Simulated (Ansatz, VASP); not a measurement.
AlCu in VASP and in Ansatz

```xyz
2
Lattice="2.9975 -0.0450 0.0000 -0.0450 2.9975 0.0000 0.0000 0.0000 2.9975" Properties=species:S:1:pos:R:3 pbc="T T T"
Al    0.0000    0.0000    0.0000
Cu    1.4763    1.4763    1.4988
```

Change from the starting cell: strain -0.0300 x Voigt [0, 0, 0, 0, 0, 1], atoms carried along.

Alike in both runs: task single point; functional PBEsol; k mesh 16 × 16 × 16; occupations gaussian, width 0.15 eV; no spin polarisation.

|  | VASP | Ansatz |
| --- | --- | --- |
| version | VASP 6.6.1 | Ansatz 0.2.0 |
| potentials or method | VASP PAW PBE potentials, release 64 (Al, Cu), cutoff 520 eV | scalar-relativistic, plane waves, PAW |
| valence electrons in the cell | 14 | 22 |

```csv
,VASP,Ansatz,Ansatz less VASP
gap on the k mesh at the Fermi level (eV),none,none,-
pressure (GPa),-4.4,-4.7,-0.34
"traceless stress, the component that is largest in VASP (GPa)",1.00,1.00,-0.003
```

VASP's potentials were made for PBE, not for PBEsol. A gap of «none» marks a metal or a gap that the smearing closes. With one functional, cell and mesh, what is left measures potentials, basis and numerics. VASP's potentials hold 14 valence electrons a cell and Ansatz's 22, so a difference there can come from the potentials and not from the codes.
